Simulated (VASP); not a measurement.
The system is SiO2.

```xyz
6
Lattice="4.1302 0.0000 0.0000 0.0000 4.1302 0.0000 0.0000 0.0000 2.4697" Properties=species:S:1:pos:R:3 pbc="T T T"
Si    2.0651    2.0651    1.2349
Si    0.0000    0.0000    0.0000
O     2.8681    2.8681    0.0000
O     0.8030    3.3272    1.2349
O     1.2621    1.2621    0.0000
O     3.3272    0.8030    1.2349
```

Base run:

```yaml
Program: VASP 6.6.1
Functional: LDA
Potentials_or_basis: VASP PAW LDA potentials, release 64 (Si, O_h)
Cutoff: 910 eV
k_mesh: 6 × 6 × 8
Occupations: gaussian, width 0.05 eV
Spin: no spin polarisation
```

Its results: band gap on the k mesh 7.65 eV, direct; pressure 40.6 GPa; largest force 0.526 eV/Å.

**Question.** The run is repeated on the same cell with these changes: potentials or basis from VASP PAW LDA potentials, release 64 (Si, O_h) to VASP PAW LDA potentials, release 64 (Si, O); cutoff from 910 eV to 520 eV. What comes out?

**Answer.** Band gap on the k mesh 7.62 eV, direct; pressure 41.5 GPa; largest force 0.564 eV/Å.

Caveats: the cutoff is under 1.25 times the usual one of these potentials, so pressure, stress and relaxed cells hold a basis-set (Pulay) error (some runs).

A k mesh can miss the band edges.
